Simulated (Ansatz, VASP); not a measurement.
# One calculation of Rh, two programs

```xyz
1
Lattice="-0.0380 1.8825 1.8825 1.8825 -0.0380 1.8825 1.8825 1.8825 -0.0380" Properties=species:S:1:pos:R:3 pbc="T T T"
Rh    0.0000    0.0000    0.0000
```

Change from the starting cell: equal xy, yz and zx shear strains of -2 %, crystal datasets.

Alike in both runs: task electric field gradients; functional PBEsol; k mesh 16 × 16 × 16; occupations fermi-dirac, width 0.08 eV; no spin polarisation.

```csv
,VASP,Ansatz
version,VASP 6.6.1,Ansatz 0.2.0
potentials or method,"VASP PAW PBE potentials, release 64 (Rh_pv), cutoff 520 eV","all-electron PAW with datasets made for the crystal, scalar-relativistic"
```

Ansatz gave:

```
pressure (GPa)                                                : -4.5
traceless stress, the component that is largest in VASP (GPa) : 3.96
size of Vzz on the site where it differs most (V/Å²)          : 0.8
```

**Question.** Which values does VASP return?

**Answer.** Pressure (GPa): -4.5; traceless stress, the component that is largest in VASP (GPa): 3.96; size of Vzz on the site where it differs most (V/Å²): 3.7.

VASP's potentials were made for PBE, not for PBEsol. Ansatz ran all-electron here, and VASP with PAW potentials.
